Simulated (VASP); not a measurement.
# GaP (F-43m) in VASP: settings compared

Aim: see how the results for GaP move with the level of theory and the settings. Levels: PBE, r2SCAN+rVV10. Tasks: single point, relaxation of cell and atoms.

Everything below comes from runs of VASP 6.6.1. Logs are shortened: lines on timing, memory, paths and dates and some standing lists are left out, and cuts for length are marked.

**Experimental background.**

From “Stacking defects in GaP nanowires: Electronic structure and optical properties”, 2018, arxiv:1810.01194, for a bulk crystal of GaP at 10 K: band gap 2.34 eV (indirect).

How close the calculation comes is told below.

### Step 1. The cell of the first run

Symmetry: F-43m, No. 216, cubic system. The conventional cell has a = 5.505 Å, b = 5.505 Å, c = 5.505 Å, α = 90.00°, β = 90.00°, γ = 90.00°. Ga (site symmetry -43m) has 4 P at 2.38 Å within 3.1 Å. Within 3.1 Å of P (site symmetry -43m) lie 4 Ga at 2.38 Å.

### Step 2. Single point, PBE

INCAR

```
PREC     = Accurate       # precision mode
ENCUT    = 520            # plane-wave cutoff, eV
EDIFF    = 1E-7           # SCF threshold, eV
ISMEAR   = 0              # smearing method
SIGMA    = 0.01           # smearing width, eV
LREAL    = F              # projectors in reciprocal space
LASPH    = T              # aspherical terms in the spheres
NELM     = 60             # most SCF steps
ALGO     = Normal         # electronic algorithm
ISIF     = 2              # what is computed and relaxed
LWAVE    = F              # write WAVECAR
LCHARG   = T              # write CHGCAR
GGA      = PE             # functional
LELF     = T              # ELF
LVHAR    = T            
NBANDS   = 16             # bands
```

KPOINTS

```
Automatic mesh
0
Gamma
  6 6 6
```

POSCAR

```
GaP
1.0
    0.0000000000      2.7527192340      2.7527192340
    2.7527192340      0.0000000000      2.7527192340
    2.7527192340      2.7527192340      0.0000000000
Ga P
1 1
Direct
    0.0000000000      0.0000000000      0.0000000000
    0.2500000000      0.2500000000      0.2500000000
```

Potentials or basis: VASP PAW PBE potentials, release 64 (Ga_d, P).

The run is started by

```console
> cat potpaw_PBE.64/Ga_d/POTCAR potpaw_PBE.64/P/POTCAR > POTCAR
> mpirun -np 1 vasp_std > vasp.out
```

OUTCAR:

```text
PREC = Accurate
   ENCUT = 520
   EDIFF = 1E-7
   ISMEAR = 0
   LREAL = F
   LASPH = T
   NELM = 60
   ISIF = 2
   GGA = PE

 ion  position               nearest neighbor table
   1  0.000  0.000  0.000-   2 2.38   2 2.38   2 2.38   2 2.38
   2  0.250  0.250  0.250-   1 2.38   1 2.38   1 2.38   1 2.38

  LATTYP: Found a face centered cubic cell.
 ALAT       =     5.5054384680

  Lattice vectors:

 A1 = (   0.0000000000,   2.7527192340,   2.7527192340)
 A2 = (   2.7527192340,   0.0000000000,   2.7527192340)
 A3 = (   2.7527192340,   2.7527192340,   0.0000000000)

Analysis of symmetry for initial positions (statically):
=====================================================================
 Subroutine PRICEL returns:
 Original cell was already a primitive cell.

 Routine SETGRP: Setting up the symmetry group for a
 face centered cubic supercell.

 Subroutine GETGRP returns: Found 24 space group operations
 (whereof 24 operations were pure point group operations)
 out of a pool of 48 trial point group operations.

The static configuration has the point symmetry T_d .

Analysis of symmetry for dynamics (positions and initial velocities):
=====================================================================
 Subroutine PRICEL returns:
 Original cell was already a primitive cell.

 Routine SETGRP: Setting up the symmetry group for a
 face centered cubic supercell.

 Subroutine GETGRP returns: Found 24 space group operations
 (whereof 24 operations were pure point group operations)
 out of a pool of 48 trial point group operations.

The dynamic configuration has the point symmetry T_d .

 Subroutine INISYM returns: Found 24 space group operations
 (whereof 24 operations are pure point group operations),
 and found     1 'primitive' translations

----------------------------------------------------------------------------------------

                                     Primitive cell

  volume of cell :      41.7173

  direct lattice vectors                    reciprocal lattice vectors
     0.000000000  2.752719234  2.752719234    -0.181638575  0.181638575  0.181638575
     2.752719234  0.000000000  2.752719234     0.181638575 -0.181638575  0.181638575
     2.752719234  2.752719234  0.000000000     0.181638575  0.181638575 -0.181638575

  length of vectors
     3.892932874  3.892932874  3.892932874     0.314607241  0.314607241  0.314607241

  position of ions in fractional coordinates (direct lattice)
     0.000000000  0.000000000  0.000000000
     0.250000000  0.250000000  0.250000000

  ion indices of the primitive-cell ions
   primitive index   ion index
                 1           1
                 2           2

----------------------------------------------------------------------------------------

 KPOINTS: Automatic mesh

Automatic generation of k-mesh.
 Grid dimensions read from file:
 generate k-points for:    6    6    6

 Generating k-lattice:

  Cartesian coordinates                     Fractional coordinates (reciprocal lattice)
    -0.030273096  0.030273096  0.030273096     0.166666667  0.000000000  0.000000000
     0.030273096 -0.030273096  0.030273096     0.000000000  0.166666667  0.000000000
     0.030273096  0.030273096 -0.030273096     0.000000000  0.000000000  0.166666667

  Length of vectors
     0.052434540  0.052434540  0.052434540

  Shift w.r.t. Gamma in fractional coordinates (k-lattice)
     0.000000000  0.000000000  0.000000000

 Subroutine IBZKPT returns following result:
 ===========================================

 Found     16 irreducible k-points:

 Following reciprocal coordinates:
            Coordinates               Weight
  0.000000  0.000000  0.000000      1.000000
  0.166667  0.000000  0.000000      8.000000
  0.333333  0.000000  0.000000      8.000000
  0.500000  0.000000  0.000000      4.000000
  0.166667  0.166667  0.000000      6.000000
  0.333333  0.166667  0.000000     24.000000
[... 8 lines left out ...]
 -0.333333  0.333333  0.166667     24.000000
 -0.333333  0.500000  0.166667     12.000000
   k-points           NKPTS =     16   k-points in BZ     NKDIM =     16   number of bands    NBANDS=     16
   number of dos      NEDOS =    301   number of ions     NIONS =      2
   total plane-waves  NPLWV =  27000
   dimension x,y,z NGX =    30 NGY =   30 NGZ =   30
   dimension x,y,z NGXF=    60 NGYF=   60 NGZF=   60
   ions per type =               1   1
   NGX,Y,Z   is equivalent  to a cutoff of  12.81, 12.81, 12.81 a.u.
   NGXF,Y,Z  is equivalent  to a cutoff of  25.62, 25.62, 25.62 a.u.
 SYSTEM =  unknown system
   PREC   = accura    normal or accurate (medium, high low for compatibility)
   ISTART =      0    job   : 0-new  1-cont  2-samecut
   ICHARG =      2    charge: 1-file 2-atom 10-const
   ISPIN  =      1    spin polarized calculation?
   LNONCOLLINEAR =      F non collinear calculations
   LSORBIT =      F    spin-orbit coupling
   LASPH  =      T    aspherical Exc in radial PAW
[... 54 lines left out ...]
 cond. band min:       5.9336080324   @ k =   0.0000   0.0000   0.0000
 fundamental gap:      1.5767948304
 Fermi energy:         4.4131341443

 k-point     1 :       0.0000    0.0000    0.0000
  band No.  band energies     occupation
      1     -10.1546      2.00000
      2     -10.1546      2.00000
      3     -10.1546      2.00000
      4     -10.0640      2.00000
      5     -10.0640      2.00000
      6      -7.9139      2.00000
[... 8 lines left out ...]
     15      14.0985      0.00000
     16      14.0985      0.00000

 k-point     2 :       0.1667    0.0000    0.0000
  band No.  band energies     occupation
      1     -10.1743      2.00000
      2     -10.1475      2.00000
      3     -10.1475      2.00000
      4     -10.0638      2.00000
      5     -10.0638      2.00000
      6      -7.5719      2.00000
[... 8 lines left out ...]
     15      13.3007      0.00000
     16      14.2811      0.00000

 k-point     3 :       0.3333    0.0000    0.0000
  band No.  band energies     occupation
      1     -10.2098      2.00000
      2     -10.1361      2.00000
      3     -10.1361      2.00000
      4     -10.0607      2.00000
      5     -10.0607      2.00000
      6      -6.6647      2.00000
[... 8 lines left out ...]
     15      13.9488      0.00000
     16      13.9626      0.00000

 k-point     4 :       0.5000    0.0000    0.0000
  band No.  band energies     occupation
      1     -10.2262      2.00000
      2     -10.1321      2.00000
      3     -10.1321      2.00000
      4     -10.0573      2.00000
      5     -10.0573      2.00000
      6      -5.9443      2.00000
[... 8 lines left out ...]
     15      15.9438      0.00000
     16      15.9438      0.00000

 k-point     5 :       0.1667    0.1667    0.0000
  band No.  band energies     occupation
      1     -10.1868      2.00000
      2     -10.1404      2.00000
      3     -10.1404      2.00000
      4     -10.0704      2.00000
      5     -10.0590      2.00000
      6      -7.4579      2.00000
[... 8 lines left out ...]
     15      14.5248      0.00000
     16      15.0506      0.00000

 k-point     6 :       0.3333    0.1667    0.0000
  band No.  band energies     occupation
      1     -10.2140      2.00000
      2     -10.1303      2.00000
      3     -10.1273      2.00000
      4     -10.0736      2.00000
      5     -10.0550      2.00000
      6      -6.7264      2.00000
[... 8 lines left out ...]
     15      15.0212      0.00000
     16      15.8840      0.00000
[... 115 lines left out ...]
 k-point    13 :       0.5000    0.5000    0.0000
  band No.  band energies     occupation
      1     -10.2604      2.00000
      2     -10.0957      2.00000
      3     -10.0957      2.00000
      4     -10.0953      2.00000
      5     -10.0444      2.00000
      6      -5.0843      2.00000
[... 8 lines left out ...]
     15      16.6852      0.00000
     16      17.2210      0.00000

 k-point    14 :       0.5000    0.3333    0.1667
  band No.  band energies     occupation
      1     -10.2318      2.00000
      2     -10.1235      2.00000
      3     -10.1135      2.00000
      4     -10.0763      2.00000
      5     -10.0541      2.00000
      6      -5.9218      2.00000
[... 8 lines left out ...]
     15      15.9934      0.00000
     16      17.4310      0.00000

 k-point    15 :      -0.3333    0.3333    0.1667
  band No.  band energies     occupation
      1     -10.2374      2.00000
      2     -10.1234      2.00000
      3     -10.1073      2.00000
      4     -10.0734      2.00000
      5     -10.0569      2.00000
      6      -5.3098      2.00000
[... 8 lines left out ...]
     15      16.6417      0.00000
     16      16.9537      0.00000

 k-point    16 :      -0.3333    0.5000    0.1667
  band No.  band energies     occupation
      1     -10.2475      2.00000
      2     -10.1133      2.00000
      3     -10.0999      2.00000
      4     -10.0822      2.00000
      5     -10.0520      2.00000
      6      -5.0234      2.00000
[... 8 lines left out ...]
     15      16.1232      0.00000
     16      17.7665      0.00000

------------------------ aborting loop because EDIFF is reached ----------------------------------------

  FORCE on cell =-STRESS in cart. coord.  units (eV):
  Direction    XX          YY          ZZ          XY          YZ          ZX
  --------------------------------------------------------------------------------------
  -------------------------------------------------------------------------------------
  Total        0.0096746      0.0096746      0.0096746      0.0000000      0.0000000      0.0000000
  in kB        0.3715605      0.3715605      0.3715605      0.0000000      0.0000000      0.0000000
  external PRESSURE =       0.3715605 kB  Pullay stress =       0.0000000 kB

 VOLUME and BASIS-vectors are now :
 -----------------------------------------------------------------------------
  energy-cutoff  :      520.00
  volume of cell :       41.72
      direct lattice vectors                 reciprocal lattice vectors
     0.000000000  2.752719234  2.752719234    -0.181638575  0.181638575  0.181638575
     2.752719234  0.000000000  2.752719234     0.181638575 -0.181638575  0.181638575
     2.752719234  2.752719234  0.000000000     0.181638575  0.181638575 -0.181638575

 POSITION                                       TOTAL-FORCE (eV/Angst)
 -----------------------------------------------------------------------------------
      0.00000      0.00000      0.00000        -0.000000     -0.000000     -0.000000
      1.37636      1.37636      1.37636         0.000000      0.000000      0.000000
 -----------------------------------------------------------------------------------
    total drift:                                0.000002      0.000002      0.000002

  FREE ENERGIE OF THE ION-ELECTRON SYSTEM (eV)
  ---------------------------------------------------
  free  energy   TOTEN  =        -9.1120168084 eV

  energy  without entropy=       -9.1120168084  energy(sigma->0) =       -9.11201681
```

Run time: 6.9 s. Hardware: 1 thread of Intel Xeon 6975P-C (Granite Rapids), shared host; peak memory 0.16 GiB.

What came out:

- Free energy: -9.1120 eV
- Pressure: 0.0 GPa
- Band gap on the k mesh: 1.58 eV, direct

### Step 3. Single point, r2SCAN+rVV10

This run uses another cell than the first one, of 20.09 Å³/atom, 0.963 times its volume.

POSCAR

```
GaP
1.0
    0.0000000000      2.7183448023      2.7183448023
    2.7183448023      0.0000000000      2.7183448023
    2.7183448023      2.7183448023      0.0000000000
Ga P
1 1
Direct
    0.0000000000      0.0000000000      0.0000000000
    0.2500000000      0.2500000000      0.2500000000
```

INCAR.step1

```
PREC = Accurate ; ENCUT = 520
ISMEAR = 0 ; SIGMA = 0.01
LREAL = False ; LASPH = True
NELM = 100 ; NBANDS = 16
GGA = PE ; ALGO = Normal
EDIFF = 1E-4 ; LWAVE = True
LCHARG = False
```

INCAR.step2

```
PREC = Accurate ; ENCUT = 520
EDIFF = 1E-7 ; ISMEAR = 0
SIGMA = 0.01 ; LREAL = False
LASPH = True ; NELM = 100
ALGO = Normal ; ISIF = 2
LWAVE = False ; LCHARG = False
METAGGA = R2SCAN ; LMIXTAU = True
LUSE_VDW = True ; IVDW_NL = 2
BPARAM = 11.95 ; CPARAM = 0.0093
NBANDS = 16 ; ISTART = 1
```

KPOINTS

```
regular mesh
0
Gamma
  6 6 6
```

Potentials or basis: VASP PAW PBE potentials, release 64 (Ga_d, P).

The run is started by

```console
> cat potpaw_PBE.64/Ga_d/POTCAR potpaw_PBE.64/P/POTCAR > POTCAR
> cp INCAR.step1 INCAR
> mpirun -np 1 vasp_std > vasp.out
> cp INCAR.step2 INCAR
> mpirun -np 1 vasp_std > vasp.out
```

It took 47 s on 1 thread of Intel Xeon 6975P-C (Granite Rapids), shared host; peak memory 0.28 GiB.

The run converged. Its results:

```
Free energy            : -20.9371 eV
Pressure               : -0.1 GPa
Band gap on the k mesh : 1.84 eV, indirect (least direct gap 2.39 eV)
```

Levels at points of the mesh, in eV from the valence-band top:
```
           k point  band 5  band 6  band 7  band 8  band 9  band 10  band 11  band 12  band 13  band 14
(0.00, 0.00, 0.00)  -14.88  -13.09    0.00    0.00    0.00     2.39     4.17     4.17     4.17     9.40
(0.50, 0.00, 0.00)  -14.87  -10.90   -6.91   -1.18   -1.18     2.04     5.03     5.03     8.76    11.64
(0.50, 0.50, 0.00)  -14.85   -9.95   -7.01   -2.84   -2.84     1.84     2.06    11.41    11.41    12.04
```

Caveat: the PAW data sets were made with another functional, which shifts forces and pressure a little.

### Step 4. Relaxation of cell and atoms, PBE

This run uses another cell than the first one, of 20.24 Å³/atom, 0.970 times its volume.

INCAR

```
SYSTEM = GaP
PREC = Accurate ; ENCUT = 600
EDIFF = 1E-6 ; ISMEAR = 0
SIGMA = 0.01 ; LREAL = .FALSE.
LASPH = .TRUE. ; NELM = 80
ALGO = Normal ; ISIF = 3
LWAVE = .FALSE. ; LCHARG = .FALSE.
GGA = PE ; IBRION = 2
NSW = 80 ; EDIFFG = -0.01
```

KPOINTS

```
regular mesh
0
G
  6 6 6
  0 0 0
```

POSCAR

```
GaP
1.0
    0.0000000000      2.7252500000      2.7252500000
    2.7252500000      0.0000000000      2.7252500000
    2.7252500000      2.7252500000      0.0000000000
Ga P
1 1
Direct
    0.0000000000      0.0000000000      0.0000000000
    0.2500000000      0.2500000000      0.2500000000
```

The run is started by

```console
> cat potpaw_PBE.64/Ga_d/POTCAR potpaw_PBE.64/P/POTCAR > POTCAR
> mpirun -np 1 vasp_std > vasp.out
```

Run time: 11 s. Hardware: 1 thread of Intel Xeon 6975P-C (Granite Rapids), shared host; peak memory 0.18 GiB.

The run converged. Its results:

* Free energy: -9.1117 eV
* Relaxed volume: 20.87 Å³/atom
* Relaxed cell: a = 3.893 Å, b = 3.893 Å, c = 3.893 Å, α = 60.00°, β = 60.00°, γ = 60.00°
* Space group after relaxing (to 0.05 Å): F-43m (No. 216)
* Energy gained by relaxing: 4.7 meV/atom
* Ionic steps: 3
* Pressure after relaxing: 0.1 GPa
* Band gap on the k mesh: 1.57 eV, direct

Step by step:
```
step  energy change (eV)  largest force (eV/Å)  pressure (GPa)  volume (Å³)
   1              0.0000                0.0000            2.44        40.48
   2             -0.0074                0.0000           -1.07        42.32
   3             -0.0094                0.0000            0.05        41.73
```

Final structure:
```
Ga P
1.0
     0.00000    2.75303    2.75303
     2.75303    0.00000    2.75303
     2.75303    2.75303    0.00000
Ga P
1 1
Direct
  0.00000 0.00000 0.00000
  0.25000 0.25000 0.25000
```

Levels at points of the mesh, in eV from the valence-band top:
```tsv
k point	band 7	band 8	band 9	band 10	band 11	band 12
(0.00, 0.00, 0.00)	0.00	0.00	0.00	1.57	3.89	3.89
(0.50, 0.00, 0.00)	-6.46	-1.07	-1.07	1.58	4.72	4.72
(0.50, 0.50, 0.00)	-6.62	-2.58	-2.58	1.71	1.84	10.37
```

A k mesh can miss the band edges. Zero-point motion and thermal expansion aren't in these numbers.

### Step 5. Relaxation of cell and atoms, r2SCAN+rVV10

This run uses another cell than the first one, of 20.24 Å³/atom, 0.970 times its volume.

POSCAR is that of step 4.

INCAR.step1

```
SYSTEM = GaP
  PREC = Accurate
  ENCUT = 600
  ISMEAR = 0
  SIGMA = 0.01
  LREAL = .False.
  LASPH = .True.
  NELM = 80
  GGA = PE
  ALGO = Normal
  EDIFF = 1E-4
  LWAVE = .True.
  LCHARG = .False.
```

INCAR.step2

```
SYSTEM = GaP
  PREC = Accurate
  ENCUT = 600
  EDIFF = 1E-6
  ISMEAR = 0
  SIGMA = 0.01
  LREAL = .False.
  LASPH = .True.
  NELM = 80
  ALGO = Normal
  ISIF = 3
  LWAVE = .False.
  LCHARG = .False.
  METAGGA = R2SCAN
  LMIXTAU = .True.
  LUSE_VDW = .True.
  IVDW_NL = 2
  BPARAM = 11.95
  CPARAM = 0.0093
  IBRION = 2
  NSW = 80
  EDIFFG = -0.01
  ISTART = 1
```

KPOINTS

```
Automatic mesh
0
Gamma
  6 6 6
  0 0 0
```

The run is started by

```console
> cat potpaw_PBE.64/Ga_d/POTCAR potpaw_PBE.64/P/POTCAR > POTCAR
> cp INCAR.step1 INCAR
> mpirun -np 1 vasp_std > vasp.out
> cp INCAR.step2 INCAR
> mpirun -np 1 vasp_std > vasp.out
```

It took 2.8 min on 1 thread of Intel Xeon 6975P-C (Granite Rapids), shared host; peak memory 0.31 GiB.

The run converged. Its results:

```yaml
Free_energy: -20.9383 eV
Relaxed_volume: 20.05 Å³/atom
Relaxed_cell: a = 3.842 Å, b = 3.842 Å, c = 3.842 Å, α = 60.00°, β = 60.00°, γ = 60.00°
Space_group_after_relaxing_to_0.05_Å: F-43m (No. 216)
Energy_gained_by_relaxing: 0.4 meV/atom
Ionic_steps: 5
Pressure_after_relaxing: 0.0 GPa
Band_gap_on_the_k_mesh: 1.83 eV, indirect (least direct gap 2.41 eV)
```

The path:
```
step  energy change (eV)  largest force (eV/Å)  pressure (GPa)  volume (Å³)
   1              0.0000                0.0000           -0.75        40.48
   2             -0.0005                0.0000            0.49        39.93
   3             -0.0008                0.0000           -0.22        40.13
   4             -0.0008                0.0000            0.25        40.07
   5             -0.0008                0.0000            0.00        40.10
```

Final structure:
```
Ga P
1.0
     0.00000    2.71669    2.71669
     2.71669    0.00000    2.71669
     2.71669    2.71669    0.00000
Ga P
1 1
Cartesian
  0.0000 0.0000 0.0000
  1.3583 1.3583 1.3583
```

Levels at points of the mesh, in eV from the valence-band top:
```tsv
k point	band 6	band 7	band 8	band 9	band 10	band 11	band 12	band 13
(0.00, 0.00, 0.00)	-13.11	0.00	0.00	0.00	2.41	4.17	4.17	4.17
(0.50, 0.00, 0.00)	-10.90	-6.92	-1.19	-1.19	2.04	5.03	5.03	8.76
(0.50, 0.50, 0.00)	-9.95	-7.01	-2.84	-2.84	1.83	2.05	11.42	11.42
```

Caveat: the PAW data sets were made with another functional, which shifts forces and pressure a little. A k mesh can miss the band edges.

### Step 6. Summary

```csv
task,level,cell,cutoff (eV),gap on the mesh (eV),pressure (GPa),relaxed volume (Å³/atom)
single point,PBE,"a = 3.893 Å, angles 60.0°, 2 atoms",520,1.58,0.0,-
single point,r2SCAN+rVV10,"a = 3.844 Å, angles 60.0°, 2 atoms",520,1.84,-0.1,-
relaxation of cell and atoms,PBE,"relaxed from a = 3.854 Å, angles 60.0°, 2 atoms",600,1.57,0.1,20.87
relaxation of cell and atoms,r2SCAN+rVV10,"relaxed from a = 3.854 Å, angles 60.0°, 2 atoms",600,1.83,0.0,20.05
```

Alike in all rows: potentials or basis VASP PAW PBE potentials, release 64 (Ga_d, P); no spin polarisation; k mesh 6 × 6 × 6; smearing gaussian 0.01 eV.

Caveats: the PAW data sets were made with another functional, which shifts forces and pressure a little (some runs).

Absolute energies hang on the potentials; compare differences alone.

### Step 7. Against experiment

Step 2. Against the measured gap of GaP, 2.34 eV (indirect; 10 K; quoted in “Stacking defects in GaP nanowires: Electronic structure and optical properties”, 2018, arxiv:1810.01194), the calculated 1.58 eV is off by -0.76 eV. Spin-orbit coupling on Ga is left out. The value is that of PBE on a finite k mesh, which can miss the band edges, without temperature or zero-point motion. Semilocal functionals fall short of measured gaps as a rule.

Step 3. Against the measured gap of GaP, 2.34 eV (indirect; 10 K; quoted in “Stacking defects in GaP nanowires: Electronic structure and optical properties”, 2018, arxiv:1810.01194), the calculated 1.84 eV is off by -0.50 eV. Spin-orbit coupling on Ga is left out. The value is that of r2SCAN+rVV10 on a finite k mesh, which can miss the band edges, without temperature or zero-point motion.
